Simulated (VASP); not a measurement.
Input of a VASP 6.6.1 run:

The input POSCAR:

```
B
1.0
    3.7428346132      0.0000000000      0.0000000000
    0.0000000000      3.7428346132      0.0000000000
    0.0000000000      0.0000000000      3.7428346132
B
8
Direct
    0.0000000000      0.0000000000      0.0000000000
    0.5000000000      0.5000000000      0.5000000000
    0.2500000000      0.0000000000      0.5000000000
    0.7500000000      0.0000000000      0.5000000000
    0.5000000000      0.2500000000      0.0000000000
    0.5000000000      0.7500000000      0.0000000000
    0.0000000000      0.5000000000      0.2500000000
    0.0000000000      0.5000000000      0.7500000000
```

Contents of INCAR.step1:

```
SYSTEM = B
PREC     = Accurate       ! precision mode
ENCUT    = 600            ! plane-wave cutoff, eV
ISMEAR   = -1             ! smearing method
SIGMA    = 0.1            ! smearing width, eV
LREAL    = .False.        ! projectors in reciprocal space
LASPH    = .True.         ! aspherical terms in the spheres
NELM     = 100            ! most SCF steps
GGA      = PE             ! functional
ALGO     = Normal         ! electronic algorithm
EDIFF    = 1E-4           ! SCF threshold, eV
LWAVE    = .True.         ! write WAVECAR
LCHARG   = .False.        ! write CHGCAR
```

INCAR.step2

```
SYSTEM = B
PREC     = Accurate       ! precision mode
ENCUT    = 600            ! plane-wave cutoff, eV
EDIFF    = 1E-6           ! SCF threshold, eV
ISMEAR   = -1             ! smearing method
SIGMA    = 0.1            ! smearing width, eV
LREAL    = .False.        ! projectors in reciprocal space
LASPH    = .True.         ! aspherical terms in the spheres
NELM     = 100            ! most SCF steps
ALGO     = Normal         ! electronic algorithm
ISIF     = 3              ! what is computed and relaxed
LWAVE    = .False.        ! write WAVECAR
LCHARG   = .False.        ! write CHGCAR
METAGGA  = R2SCAN         ! meta-GGA
LMIXTAU  = .True.       
IBRION   = 2              ! ionic algorithm
NSW      = 80             ! ionic steps
EDIFFG   = -0.01          ! ionic threshold
ISTART   = 1
```

KPOINTS

```
Automatic mesh
0
Gamma
  7 7 7
  0 0 0
```

Potentials or basis: VASP PAW PBE potentials, release 64 (B).

Run with:

```sh
$ cat potpaw_PBE.64/B/POTCAR > POTCAR
$ cp INCAR.step1 INCAR
$ mpirun -np 1 vasp_std > vasp.out
$ cp INCAR.step2 INCAR
$ mpirun -np 1 vasp_std > vasp.out
```

(1) Estimate the space group after relaxing (to 0.05 Å).

(2) Predict the band gap on the k mesh.

(3) Predict the relaxed volume.

(4) Predict the relaxed cell.

Answers

(1) Pm-3n (No. 223).

(2) zero (band 12 reaches 13.85 eV, above the bottom of band 13 at 9.73 eV).

(3) 6.06 Å³/atom.

(4) a = 3.646 Å, b = 3.646 Å, c = 3.646 Å, α = 90.00°, β = 90.00°, γ = 90.00°.

Caveat: the PAW data sets were made with another functional, which shifts forces and pressure a little.
